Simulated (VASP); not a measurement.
# SnO (C2) in VASP: a series of runs

The runs below take SnO through single point, with PBE+D3(BJ).

All numbers are computed with VASP 6.6.1; they aren't measurements. Logs are shortened: lines on timing, memory, paths and dates and some standing lists are left out, and cuts for length are marked.

### Step 1. The cell of the first run

Symmetry: C2, No. 5, monoclinic system. Conventional cell: a = 5.426 Å, b = 5.426 Å, c = 4.762 Å, α = 90.00°, β = 90.00°, γ = 90.00°. Within 2.7 Å of Sn (site symmetry 1) lie 4 O at 2.03 to 2.50 Å. Within 2.7 Å of O (site symmetry 2) lie 4 Sn at 2.03 to 2.50 Å and 1 O at 2.32 Å. Within 3.0 Å of O (site symmetry 2) lie 4 Sn at 2.24 Å and 3 O at 2.32 to 2.74 Å.

### Step 2. Single point, PBE+D3(BJ) (atom 3 (O) moved +0.394 Å towards its neighbour atom 4 (O) at 2.713 Å)

INCAR

```
SYSTEM = SnO
  ALGO = Normal
  EDIFF = 1E-7
  ENCUT = 520
  GGA = PE
  ISIF = 2
  ISMEAR = 0
  IVDW = 12
  LASPH = .True.
  LCHARG = .True.
  LELF = .True.
  LREAL = .False.
  LVHAR = .True.
  LWAVE = .False.
  NBANDS = 28
  NELM = 80
  PREC = Accurate
  SIGMA = 0.15
```

KPOINTS

```
k-points
0
Gamma
  12 12 10
  0 0 0
```

POSCAR

```
SnO
1.0
    3.8370963230      0.0000000000      0.0000000000
    0.0000000000      3.8370963230      0.0000000000
    0.0000000000      0.0000000000      4.7621286275
Sn O
2 2
Direct
    0.0000000000      0.5000000000      0.2432422108
    0.5000000000      0.0000000000      0.7567577892
   -0.0725701486     -0.0725701486      0.0000000000
    0.5000000000      0.5000000000      0.0000000000
```

Potentials or basis: VASP PAW PBE potentials, release 64 (Sn_d, O).

On the command line:

```sh
cat potpaw_PBE.64/Sn_d/POTCAR potpaw_PBE.64/O/POTCAR > POTCAR
mpirun -np 1 vasp_std > vasp.out
```

OUTCAR:

```text
SYSTEM = SnO
   EDIFF = 1E-7
   ENCUT = 520
   GGA = PE
   ISIF = 2
   ISMEAR = 0
   IVDW = 12
   LASPH = .True.
   LREAL = .False.
   NELM = 80
   PREC = Accurate
 IVDW          = 12

 ion  position               nearest neighbor table
   1  0.000  0.500  0.243-   3 2.03   4 2.24   4 2.24   3 2.50   2 3.57   2 3.57   2 3.57   2 3.57
                             2 3.65   2 3.65   2 3.65   2 3.65
   2  0.500  0.000  0.757-   3 2.03   4 2.24   4 2.24   3 2.50   1 3.57   1 3.57   1 3.57   1 3.57
                             1 3.65   1 3.65   1 3.65   1 3.65
   3  0.927  0.927  0.000-   1 2.03   2 2.03   2 2.50   1 2.50
   4  0.500  0.500  0.000-   1 2.24   2 2.24   2 2.24   1 2.24

  LATTYP: Found a simple tetragonal cell.
 ALAT       =     3.8370963230
 C/A-ratio  =     1.2410761228

  Lattice vectors:

 A1 = (   3.8370963230,   0.0000000000,   0.0000000000)
 A2 = (   0.0000000000,   3.8370963230,   0.0000000000)
 A3 = (   0.0000000000,   0.0000000000,   4.7621286275)

Analysis of symmetry for initial positions (statically):
=====================================================================
 Subroutine PRICEL returns:
 Original cell was already a primitive cell.

 Routine SETGRP: Setting up the symmetry group for a
 simple tetragonal supercell.

 Subroutine GETGRP returns: Found  2 space group operations
 (whereof  2 operations were pure point group operations)
 out of a pool of 16 trial point group operations.

The static configuration has the point symmetry C_2 .

Analysis of symmetry for dynamics (positions and initial velocities):
=====================================================================
 Subroutine PRICEL returns:
 Original cell was already a primitive cell.

 Routine SETGRP: Setting up the symmetry group for a
 simple tetragonal supercell.

 Subroutine GETGRP returns: Found  2 space group operations
 (whereof  2 operations were pure point group operations)
 out of a pool of 16 trial point group operations.

The dynamic configuration has the point symmetry C_2 .

 Subroutine INISYM returns: Found  2 space group operations
 (whereof  2 operations are pure point group operations),
 and found     1 'primitive' translations

----------------------------------------------------------------------------------------

                                     Primitive cell

  volume of cell :      70.1143

  direct lattice vectors                    reciprocal lattice vectors
     3.837096323  0.000000000  0.000000000     0.260613734  0.000000000  0.000000000
[... 93 lines left out ...]
   NSW    =      0    number of steps for IOM
   IBRION =     -1    ionic relax: 0-MD 1-quasi-New 2-CG
   NFREE  =      0    steps in history (QN), initial steepest desc. (CG)
   ISIF   =      2    stress and relaxation
   ISYM   =      2    0-nonsym 1-usesym 2-fastsym
   POTIM  = 0.5000    time-step for ionic-motion
   TEBEG  =    0.0;   TEEND  =   0.0 temperature during run
   PSTRESS=    0.0 pullay stress
   NELECT =      40.0000    total number of electrons
   NUPDOWN=      -1.0000    fix difference up-down
   EMIN   =  10.00;   EMAX   =-10.00  energy-range for DOS
   EFERMI =   0.00;   METHOD = LEGACY
   ISMEAR =     0;   SIGMA  =   0.15  broadening in eV -4-tet -1-fermi 0-gaus
   EFERMI_NEDOS =   21; number of points for ismear=-14 and -15
   IALGO  =     38    algorithm
   IMIX   =      4    mixing-type and parameters
     AMIX     =   0.40;   BMIX     =  1.00
     AMIX_MAG =   1.60;   BMIX_MAG =  1.00
  volume/ion in A,a.u.               =      17.53       118.29
  Fermi-wavevector in a.u.,A,eV,Ry     =   1.357769  2.565812 25.082850  1.843537
  Thomas-Fermi vector in A             =   2.484660
   LORBIT       =      0    0 simple, 1 ext, 2 COOP (PROOUT), +10 PAW based schemes
   GGA     = PE    functional components
   LHFCALC =     F    Hartree Fock is set to
   AEXX    =    0.0000 exact exchange contribution
   IVDW    =    12    specifies the selected vdW correction
   LEPSILON=     F    determine dielectric tensor
   LRPA    =     F    only Hartree local field effects (RPA)
 non-spin polarized calculation
 Gauss-broadening in eV      SIGMA  =   0.15
  energy-cutoff  :      520.00
  volume of cell :       70.11
 maximum number of plane-waves:      1912
 NGX is ok and might be reduce to    30
   NGX = 15   NGY = 15   NGZ = 17

 number of electron      40.0000008 magnetization

 Free energy of the ion-electron system (eV)
  ---------------------------------------------------
  ext. energy  EPLUGINS =         0.00000000
  ---------------------------------------------------
  free energy    TOTEN  =       -22.04151873 eV

  energy without entropy =      -22.04023180  energy(sigma->0) =      -22.04087527

 E-fermi :   7.1771     XC(G=0): -10.2621

 val. band max:        7.1126610900   @ k =   0.0000   0.0000   0.0000
 cond. band min:       7.1779036020   @ k =   0.5000   0.5000   0.1000
 fundamental gap:      0.0652425120
 Fermi energy:         7.1770769435

 k-point     1 :       0.0000    0.0000    0.0000
  band No.  band energies     occupation
      1     -14.9301      2.00000
      2     -14.6019      2.00000
      3     -14.4749      2.00000
      4     -14.4476      2.00000
      5     -14.4403      2.00000
      6     -14.4055      2.00000
[... 733 lines left out ...]
     27      15.4874      0.00000
     28      15.7331      0.00000

 [... further k-points ...]

------------------------ aborting loop because EDIFF is reached ----------------------------------------

 Edisp (eV)   -0.93891

 E8    (eV) :    -0.4076

  FORCE on cell =-STRESS in cart. coord.  units (eV):
  Direction    XX          YY          ZZ          XY          YZ          ZX
  --------------------------------------------------------------------------------------
  -------------------------------------------------------------------------------------
  Total       2.49022     2.49022     1.34650     0.86985    -1.40553     1.40553
  in kB      56.90377    56.90377    30.76882    19.87697   -32.11775    32.11758
  external pressure =       48.19 kB  Pullay stress =        0.00 kB

 VOLUME and BASIS-vectors are now :
 -----------------------------------------------------------------------------
  energy-cutoff  :      520.00
  volume of cell :       70.11
      direct lattice vectors                 reciprocal lattice vectors
     3.837096323  0.000000000  0.000000000     0.260613734  0.000000000  0.000000000
     0.000000000  3.837096323  0.000000000     0.000000000  0.260613734  0.000000000
     0.000000000  0.000000000  4.762128628     0.000000000  0.000000000  0.209990128

 POSITION                                       TOTAL-FORCE (eV/Angst)
 -----------------------------------------------------------------------------------
      0.00000      1.91855      1.15835        -0.060140     -0.983621      0.590658
      1.91855      0.00000      3.60378        -0.983621     -0.060140     -0.590658
      3.55864      3.55864      0.00000         2.491185      2.491185      0.000000
      1.91855      1.91855      0.00000        -1.447424     -1.447424      0.000000
 -----------------------------------------------------------------------------------
    total drift:                                0.000158      0.000158     -0.000001

  FREE ENERGIE OF THE ION-ELECTRON SYSTEM (eV)
  ---------------------------------------------------
  free  energy   TOTEN  =       -22.9804289746 eV

  energy  without entropy=      -22.9791420459  energy(sigma->0) =      -22.97978551
```

OSZICAR:

```text
N       E                     dE             d eps       ncg     rms          rms(c)
DAV:   1     0.417248524284E+03    0.41725E+03   -0.19802E+04 22888   0.216E+03
DAV:   2     0.370673540258E+02   -0.38018E+03   -0.36526E+03 22896   0.540E+02
DAV:   3    -0.231278902212E+02   -0.60195E+02   -0.59096E+02 25304   0.182E+02
DAV:   4    -0.259689394581E+02   -0.28410E+01   -0.28282E+01 25376   0.421E+01
DAV:   5    -0.260372862822E+02   -0.68347E-01   -0.68339E-01 23808   0.705E+00    0.121E+01
DAV:   6    -0.220890176794E+02    0.39483E+01   -0.18904E+01 36264   0.479E+01    0.516E+00
DAV:   7    -0.220643242753E+02    0.24693E-01   -0.22509E+00 26344   0.935E+00    0.252E+00
DAV:   8    -0.220474385281E+02    0.16886E-01   -0.28760E-01 27644   0.376E+00    0.849E-01
DAV:   9    -0.220404685392E+02    0.69700E-02   -0.41375E-02 32812   0.220E+00    0.233E-01
DAV:  10    -0.220412040787E+02   -0.73554E-03   -0.60892E-03 23428   0.538E-01    0.147E-01
DAV:  11    -0.220415855327E+02   -0.38145E-03   -0.92859E-04 31896   0.254E-01    0.610E-02
DAV:  12    -0.220415122254E+02    0.73307E-04   -0.28643E-04 34304   0.157E-01    0.158E-02
DAV:  13    -0.220415200068E+02   -0.77815E-05   -0.82504E-05 22884   0.540E-02    0.117E-02
DAV:  14    -0.220415186821E+02    0.13247E-05   -0.76716E-06 31416   0.265E-02    0.322E-03
DAV:  15    -0.220415187955E+02   -0.11339E-06   -0.94449E-07 22624   0.567E-03    0.118E-03
DAV:  16    -0.220415187322E+02    0.63314E-07   -0.33424E-08 16484   0.188E-03
   1 F= -.22980429E+02 E0= -.22979786E+02  d E =-.128693E-02
```

stdout:

```text
POSCAR found type information on POSCAR SnO
 POSCAR found :  2 types and       4 ions
 scaLAPACK will be used
 LDA part: xc-table for (Slater+PW92), standard interpolation
 POSCAR, INCAR and KPOINTS ok, starting setup
 FFT: planning ... GRIDC
 FFT: planning ... GRID_SOFT
 FFT: planning ... GRID
 WAVECAR not read
 entering main loop
```

It took 8.4 min on 1 thread of Intel Xeon 6975P-C (Granite Rapids), shared host; peak memory 0.66 GiB.

Results:

| Quantity | Value |
| --- | --- |
| Free energy | -22.9804 eV |
| Pressure | 4.8 GPa |
| Largest force | 3.523 eV/Å |
| Band gap on the k mesh | zero (band 20 reaches 7.11 eV, above the bottom of band 21 at 7.02 eV) |
| Dispersion energy per atom | -0.235 eV |

Forces on the atoms (eV/Å):
```
Sn  -0.060 -0.984  0.591
Sn  -0.984 -0.060 -0.591
O    2.491  2.491  0.000
O   -1.447 -1.447  0.000
```

Levels at points of the mesh, in eV from the Fermi level:
```
           k point  band 18  band 19  band 20  band 21  band 22  band 23
(0.00, 0.00, 0.00)    -3.20    -2.67    -0.06     1.74     3.88     4.57
(0.50, 0.00, 0.00)    -4.11    -2.86    -2.50     2.45     3.63     5.18
(0.50, 0.50, 0.00)    -2.35    -2.05    -1.94    -0.15     0.05     4.16
(0.00, 0.00, 0.50)    -3.09    -2.67    -2.26     1.83     2.60     3.35
(0.50, 0.00, 0.50)    -4.00    -1.99    -1.54     2.38     2.56     4.77
(0.50, 0.50, 0.50)    -2.84    -2.46    -2.18     2.05     2.30     3.28
```

Caveat: the cell differs from its parent crystal (atom 3 (O) moved +0.394 Å towards its neighbour atom 4 (O) at 2.713 Å); spin-orbit coupling is left out, which moves the levels of the heavy elements; pairwise dispersion overbinds metals, which lowers pressure and volume; forces of over 1 eV/Å act on the atoms, so gaps and moduli don't describe the material at rest.

### Step 3. Single point, PBE+D3(BJ) (atom 3 (O) moved +0.281 Å towards its neighbour atom 4 (O) at 2.713 Å)

INCAR

```
SYSTEM = SnO
ALGO = Normal
EDIFF = 1E-6
ENCUT = 520
GGA = PE
ISIF = 2
ISMEAR = 0
IVDW = 12
LASPH = .TRUE.
LCHARG = .FALSE.
LREAL = .FALSE.
LWAVE = .FALSE.
NBANDS = 28
NELM = 60
PREC = Accurate
SIGMA = 0.15
```

KPOINTS

```
k-points
0
G
  12 12 10
  0 0 0
```

Edit POSCAR of step 2 so:

```diff
@@ -10,3 +10,3 @@
     0.5000000000      0.0000000000      0.7567577892
-   -0.0725701486     -0.0725701486      0.0000000000
+   -0.0518384530     -0.0518384530      0.0000000000
     0.5000000000      0.5000000000      0.0000000000
```

Potentials or basis: VASP PAW PBE potentials, release 64 (Sn_d, O).

On the command line:

```sh
cat potpaw_PBE.64/Sn_d/POTCAR potpaw_PBE.64/O/POTCAR > POTCAR
mpirun -np 1 vasp_std > vasp.out
```

Wall time 6.7 min (1 thread of Intel Xeon 6975P-C (Granite Rapids), shared host); peak memory 0.66 GiB.

Results (log left out):

```
Free energy                : -23.3097 eV
Pressure                   : 2.6 GPa
Largest force              : 2.360 eV/Å
Band gap on the k mesh     : zero (band 20 reaches 7.10 eV, above the bottom of band 21 at 7.06 eV)
Dispersion energy per atom : -0.235 eV
```

Forces on the atoms (eV/Å):
```
Sn  -0.110 -0.618  0.332
Sn  -0.618 -0.110 -0.332
O    1.669  1.669  0.000
O   -0.941 -0.941  0.000
```

Stress tensor (GPa, compression positive):
```
 3.03  1.10  1.93
 1.10  3.03 -1.93
 1.93 -1.93  1.64
```

Levels at points of the mesh, in eV from the Fermi level:
| k point | band 16 | band 17 | band 18 | band 19 | band 20 | band 21 | band 22 | band 23 | band 24 | band 25 |
| --- | --- | --- | --- | --- | --- | --- | --- | --- | --- | --- |
| (0.00, 0.00, 0.00) | -6.04 | -3.60 | -3.18 | -2.91 | -0.09 | 1.87 | 4.03 | 4.51 | 5.14 | 5.66 |
| (0.50, 0.00, 0.00) | -4.90 | -4.86 | -4.30 | -2.84 | -2.63 | 2.65 | 3.57 | 5.30 | 5.62 | 6.02 |
| (0.50, 0.50, 0.00) | -4.96 | -2.52 | -2.39 | -2.05 | -1.95 | -0.13 | -0.02 | 4.28 | 4.42 | 7.30 |
| (0.00, 0.00, 0.50) | -3.73 | -3.27 | -3.12 | -2.91 | -2.21 | 1.71 | 2.65 | 3.07 | 3.42 | 7.54 |
| (0.50, 0.00, 0.50) | -5.36 | -4.99 | -4.25 | -1.94 | -1.61 | 2.45 | 2.60 | 4.90 | 5.22 | 6.45 |
| (0.50, 0.50, 0.50) | -5.49 | -2.89 | -2.83 | -2.50 | -2.35 | 2.14 | 2.27 | 3.61 | 4.15 | 5.55 |

Caveat: the cell differs from its parent crystal (atom 3 (O) moved +0.281 Å towards its neighbour atom 4 (O) at 2.713 Å); spin-orbit coupling is left out, which moves the levels of the heavy elements; pairwise dispersion overbinds metals, which lowers pressure and volume; forces of over 1 eV/Å act on the atoms, so gaps and moduli don't describe the material at rest.
